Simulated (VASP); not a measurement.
# Fe (Im-3m) in VASP: notebook

Fe is run at these levels: LDA; tasks: single point.

Program: VASP 6.6.1. These are calculated values, not measurements. Logs are shortened: lines on timing, memory, paths and dates and some standing lists are left out, and cuts for length are marked.

### 1 The cell of the first run

Symmetry: Im-3m, No. 229, cubic system. The conventional cell has a = 2.749 Å, b = 2.749 Å, c = 2.749 Å, α = 90.00°, β = 90.00°, γ = 90.00°. Fe (site symmetry m-3m) has 14 Fe at 2.38 to 2.75 Å within 3.1 Å.

### 2 Single point, LDA, collinear spin, ferromagnetic start

Contents of INCAR:

```
SYSTEM = Fe
ALGO = Normal
EDIFF = 1E-6
ENCUT = 600
GGA_COMPAT = .FALSE.
ISIF = 2
ISMEAR = -1
ISPIN = 2
LASPH = .TRUE.
LCHARG = .TRUE.
LELF = .TRUE.
LMAXMIX = 4
LORBIT = 11
LREAL = .FALSE.
LVHAR = .TRUE.
LWAVE = .FALSE.
MAGMOM = 1.988
NBANDS = 18
NELM = 200
PREC = Accurate
SIGMA = 0.05
```

Contents of KPOINTS:

```
k-points
0
G
  16 16 16
  0 0 0
```

Contents of POSCAR:

```
Fe
1.0
   -1.3745984210      1.3745984210      1.3745984210
    1.3745984210     -1.3745984210      1.3745984210
    1.3745984210      1.3745984210     -1.3745984210
Fe
1
Direct
    0.0000000000      0.0000000000      0.0000000000
```

Potentials or basis: VASP PAW LDA potentials, release 64 (Fe_sv).

Launch:

```console
> cat potpaw_LDA.64/Fe_sv/POTCAR > POTCAR
> mpirun -np 1 vasp_std > vasp.out
```

OUTCAR:

```text
SYSTEM = Fe
   EDIFF = 1E-6
   ENCUT = 600
   ISIF = 2
   ISMEAR = -1
   ISPIN = 2
   LASPH = .TRUE.
   LORBIT = 11
   LREAL = .FALSE.
   NELM = 200
   PREC = Accurate

 ion  position               nearest neighbor table
   1  0.000  0.000  0.000-

  LATTYP: Found a body centered cubic cell.
 ALAT       =     2.7491968420

  Lattice vectors:

 A1 = (  -1.3745984210,   1.3745984210,   1.3745984210)
 A2 = (   1.3745984210,  -1.3745984210,   1.3745984210)
 A3 = (   1.3745984210,   1.3745984210,  -1.3745984210)

Analysis of symmetry for initial positions (statically):
=====================================================================
 Subroutine PRICEL returns:
 Original cell was already a primitive cell.

 Routine SETGRP: Setting up the symmetry group for a
 body centered cubic supercell.

 Subroutine GETGRP returns: Found 48 space group operations
 (whereof 48 operations were pure point group operations)
 out of a pool of 48 trial point group operations.

The static configuration has the point symmetry O_h .

Analysis of symmetry for dynamics (positions and initial velocities):
=====================================================================
 Subroutine PRICEL returns:
 Original cell was already a primitive cell.

 Routine SETGRP: Setting up the symmetry group for a
 body centered cubic supercell.

 Subroutine GETGRP returns: Found 48 space group operations
 (whereof 48 operations were pure point group operations)
 out of a pool of 48 trial point group operations.

The dynamic configuration has the point symmetry O_h .

Analysis of structural, dynamic, and magnetic symmetry:
=====================================================================
 Subroutine PRICEL returns:
 Original cell was already a primitive cell.

 Routine SETGRP: Setting up the symmetry group for a
 body centered cubic supercell.

 Subroutine GETGRP returns: Found 48 space group operations
 (whereof 48 operations were pure point group operations)
 out of a pool of 48 trial point group operations.

The overall configuration has the point symmetry O_h .

 Subroutine INISYM returns: Found 48 space group operations
 (whereof 48 operations are pure point group operations),
 and found     1 'primitive' translations

----------------------------------------------------------------------------------------

                                     Primitive cell

  volume of cell :      10.3893

  direct lattice vectors                    reciprocal lattice vectors
    -1.374598421  1.374598421  1.374598421     0.000000000  0.363742597  0.363742597
     1.374598421 -1.374598421  1.374598421     0.363742597  0.000000000  0.363742597
     1.374598421  1.374598421 -1.374598421     0.363742597  0.363742597  0.000000000

  length of vectors
     2.380874305  2.380874305  2.380874305     0.514409714  0.514409714  0.514409714

  position of ions in fractional coordinates (direct lattice)
     0.000000000  0.000000000  0.000000000

  ion indices of the primitive-cell ions
   primitive index   ion index
                 1           1

----------------------------------------------------------------------------------------

 KPOINTS: k-points

Automatic generation of k-mesh.
 Grid dimensions read from file:
 generate k-points for:   16   16   16

 Generating k-lattice:

  Cartesian coordinates                     Fractional coordinates (reciprocal lattice)
     0.000000000  0.022733912  0.022733912     0.062500000  0.000000000  0.000000000
     0.022733912  0.000000000  0.022733912     0.000000000  0.062500000  0.000000000
     0.022733912  0.022733912  0.000000000     0.000000000  0.000000000  0.062500000

  Length of vectors
     0.032150607  0.032150607  0.032150607

  Shift w.r.t. Gamma in fractional coordinates (k-lattice)
     0.000000000  0.000000000  0.000000000

 Subroutine IBZKPT returns following result:
 ===========================================

 Found    145 irreducible k-points:

 Following reciprocal coordinates:
            Coordinates               Weight
  0.000000  0.000000  0.000000      1.000000
  0.062500  0.000000  0.000000     12.000000
  0.125000  0.000000  0.000000     12.000000
  0.187500  0.000000  0.000000     12.000000
  0.250000  0.000000  0.000000     12.000000
  0.312500  0.000000  0.000000     12.000000
[... 16 lines left out ...]
  0.187500  0.187500  0.000000     24.000000
  0.250000  0.187500  0.000000     48.000000
 [... further k-points ...]
   k-points           NKPTS =    145   k-points in BZ     NKDIM =    145   number of bands    NBANDS=     18
   number of dos      NEDOS =    301   number of ions     NIONS =      1
   total plane-waves  NPLWV =   8000
   dimension x,y,z NGX =    20 NGY =   20 NGZ =   20
   dimension x,y,z NGXF=    40 NGYF=   40 NGZF=   40
   ions per type =               1
   NGX,Y,Z   is equivalent  to a cutoff of  13.97, 13.97, 13.97 a.u.
   NGXF,Y,Z  is equivalent  to a cutoff of  27.93, 27.93, 27.93 a.u.
 SYSTEM =  Fe
   PREC   = accura    normal or accurate (medium, high low for compatibility)
   ISTART =      0    job   : 0-new  1-cont  2-samecut
   ICHARG =      2    charge: 1-file 2-atom 10-const
   ISPIN  =      2    spin polarized calculation?
   LNONCOLLINEAR =      F non collinear calculations
   LSORBIT =      F    spin-orbit coupling
   LASPH  =      T    aspherical Exc in radial PAW
   ENCUT  =  600.0 eV  44.10 Ry    6.64 a.u.   4.76  4.76  4.76*2*pi/ulx,y,z
   NELM   =    200;   NELMIN=  2; NELMDL= -5     # of ELM steps
   EDIFF  = 0.1E-05   stopping-criterion for ELM
   LREAL  =      F    real-space projection
   EDIFFG = 0.1E-04   stopping-criterion for IOM
   NSW    =      0    number of steps for IOM
   IBRION =     -1    ionic relax: 0-MD 1-quasi-New 2-CG
   NFREE  =      0    steps in history (QN), initial steepest desc. (CG)
   ISIF   =      2    stress and relaxation
   ISYM   =      2    0-nonsym 1-usesym 2-fastsym
   POTIM  = 0.5000    time-step for ionic-motion
   TEBEG  =    0.0;   TEEND  =   0.0 temperature during run
   PSTRESS=    0.0 pullay stress
   NELECT =      16.0000    total number of electrons
   NUPDOWN=      -1.0000    fix difference up-down
   EMIN   =  10.00;   EMAX   =-10.00  energy-range for DOS
   EFERMI =   0.00;   METHOD = LEGACY
   ISMEAR =    -1;   SIGMA  =   0.05  broadening in eV -4-tet -1-fermi 0-gaus
   EFERMI_NEDOS =   21; number of points for ismear=-14 and -15
   IALGO  =     38    algorithm
   IMIX   =      4    mixing-type and parameters
     AMIX     =   0.40;   BMIX     =  1.00
     AMIX_MAG =   1.60;   BMIX_MAG =  1.00
  volume/ion in A,a.u.               =      10.39        70.11
  Fermi-wavevector in a.u.,A,eV,Ry     =   1.890539  3.572601 48.629099  3.574138
  Thomas-Fermi vector in A             =   2.931884
   LORBIT       =     11    0 simple, 1 ext, 2 COOP (PROOUT), +10 PAW based schemes
   GGA     = CA    functional components
   LHFCALC =     F    Hartree Fock is set to
   AEXX    =    0.0000 exact exchange contribution
   IVDW    =     0    specifies the selected vdW correction
   LEPSILON=     F    determine dielectric tensor
   LRPA    =     F    only Hartree local field effects (RPA)
 spin polarized calculation
  energy-cutoff  :      600.00
  volume of cell :       10.39
 maximum number of plane-waves:       370
   NGX =  9   NGY =  9   NGZ =  9

 number of electron      16.0000021 magnetization       1.9312252

 Free energy of the ion-electron system (eV)
  ---------------------------------------------------
  ext. energy  EPLUGINS =         0.00000000
  ---------------------------------------------------
  free energy    TOTEN  =        -9.31182570 eV

  energy without entropy =       -9.30313433  energy(sigma->0) =       -9.30748002

 E-fermi :  13.3432     XC(G=0): -14.6895

 val. band max:       13.3311945595   @ k =  -0.3750   0.4375   0.0625
 cond. band min:      13.3440272720   @ k =  -0.4375   0.4375   0.4375
 fundamental gap:      0.0128327125
 Fermi energy:        13.3431857001

 spin component 1

 k-point     1 :       0.0000    0.0000    0.0000
  band No.  band energies     occupation
      1     -73.8305      1.00000
      2     -40.0483      1.00000
      3     -40.0483      1.00000
      4     -40.0483      1.00000
      5       4.1769      1.00000
      6      10.8286      1.00000
[... 10 lines left out ...]
     17      47.2014      0.00000
     18      47.2014      0.00000

 k-point     2 :       0.0625    0.0000    0.0000
  band No.  band energies     occupation
      1     -73.8258      1.00000
      2     -40.0694      1.00000
      3     -40.0547      1.00000
      4     -40.0469      1.00000
      5       4.3501      1.00000
      6      10.7760      1.00000
[... 10 lines left out ...]
     17      45.7633      0.00000
     18      47.5657      0.00000
[... 442 lines left out ...]
 k-point    24 :       0.2500    0.1875    0.0000
  band No.  band energies     occupation
      1     -73.7223      1.00000
      2     -40.4993      1.00000
      3     -40.2329      1.00000
      4     -40.0946      1.00000
      5       8.3950      1.00000
      6       9.7701      1.00000
[... 10 lines left out ...]
     17      52.2161      0.00000
     18      55.2949      0.00000

 [... further k-points ...]

 spin component 2

 k-point     1 :       0.0000    0.0000    0.0000
  band No.  band energies     occupation
      1     -71.7070      1.00000
      2     -37.9725      1.00000
      3     -37.9725      1.00000
      4     -37.9725      1.00000
      5       4.5416      1.00000
      6      12.3925      1.00000
[... 10 lines left out ...]
     17      48.0016      0.00000
     18      48.0016      0.00000

 k-point     2 :       0.0625    0.0000    0.0000
  band No.  band energies     occupation
      1     -71.7020      1.00000
      2     -37.9955      1.00000
      3     -37.9794      1.00000
      4     -37.9711      1.00000
      5       4.7160      1.00000
      6      12.3329      1.00000
[... 10 lines left out ...]
     17      46.4948      0.00000
     18      48.3340      0.00000
[... 442 lines left out ...]
 k-point    24 :       0.2500    0.1875    0.0000
  band No.  band energies     occupation
      1     -71.5912      1.00000
      2     -38.4605      1.00000
      3     -38.1716      1.00000
      4     -38.0227      1.00000
      5       9.1872      1.00000
      6      11.1775      1.00000
[... 10 lines left out ...]
     17      52.7247      0.00000
     18      55.8584      0.00000

 [... further k-points ...]
[... 5 lines left out ...]
  --------------------------------------------------------------------------------------
  -------------------------------------------------------------------------------------
  Total       -0.2897349     -0.2897349     -0.2897349      0.0000000     -0.0000000      0.0000000
  in kB      -44.6811030    -44.6811030    -44.6811030      0.0000000     -0.0000000      0.0000000
  external PRESSURE =     -44.6811030 kB  Pullay stress =       0.0000000 kB

 VOLUME and BASIS-vectors are now :
 -----------------------------------------------------------------------------
  energy-cutoff  :      600.00
  volume of cell :       10.39
      direct lattice vectors                 reciprocal lattice vectors
    -1.374598421  1.374598421  1.374598421     0.000000000  0.363742597  0.363742597
     1.374598421 -1.374598421  1.374598421     0.363742597  0.000000000  0.363742597
     1.374598421  1.374598421 -1.374598421     0.363742597  0.363742597  0.000000000

 POSITION                                       TOTAL-FORCE (eV/Angst)
 -----------------------------------------------------------------------------------
      0.00000      0.00000      0.00000        -0.000000      0.000000     -0.000000
 -----------------------------------------------------------------------------------
    total drift:                                0.000000     -0.000000      0.000000

  FREE ENERGIE OF THE ION-ELECTRON SYSTEM (eV)
  ---------------------------------------------------
  free  energy   TOTEN  =        -9.3118257042 eV

  energy  without entropy=       -9.3031343267  energy(sigma->0) =       -9.30748002

 total charge

# of ion       s       p       d       tot
------------------------------------------
    1        2.203   6.048   5.556  13.807

 magnetization (x)

# of ion       s       p       d       tot
------------------------------------------
    1       -0.001  -0.004   1.899   1.894
```

Run time: 48 s. Hardware: 1 thread of Intel Xeon Platinum 8559C (Emerald Rapids), shared host; peak memory 0.16 GiB.

Results:

- Free energy: -9.3118 eV
- Pressure: -4.5 GPa
- Net moment: 1.93 μB per cell
- Site moments: Fe +1.89 μB
- Valence electrons inside the program's atomic spheres: Fe 13.81

Levels at points of the mesh, in eV from the Fermi level:
Spin up:
```
           k point  band 6  band 7  band 8  band 9  band 10  band 11  band 12  band 13
(0.00, 0.00, 0.00)   -2.51   -2.51   -2.51   -0.96    -0.96    25.03    25.03    25.03
(0.50, 0.00, 0.00)   -3.79   -0.92   -0.72    0.26     0.64     8.14    18.60    21.22
(0.50, 0.50, 0.50)   -5.42    0.32    0.32    0.32    10.27    10.27    10.27    16.54
```
Spin down:
```tsv
k point	band 4	band 5	band 6	band 7	band 8	band 9	band 10	band 11
(0.00, 0.00, 0.00)	-51.32	-8.80	-0.95	-0.95	-0.95	1.14	1.14	25.20
(0.50, 0.00, 0.00)	-51.32	-4.42	-2.38	0.62	1.05	1.43	2.46	9.36
(0.50, 0.50, 0.50)	-51.76	-3.99	-3.99	2.11	2.11	2.11	10.71	10.71
```

[end of part 1 of 2]
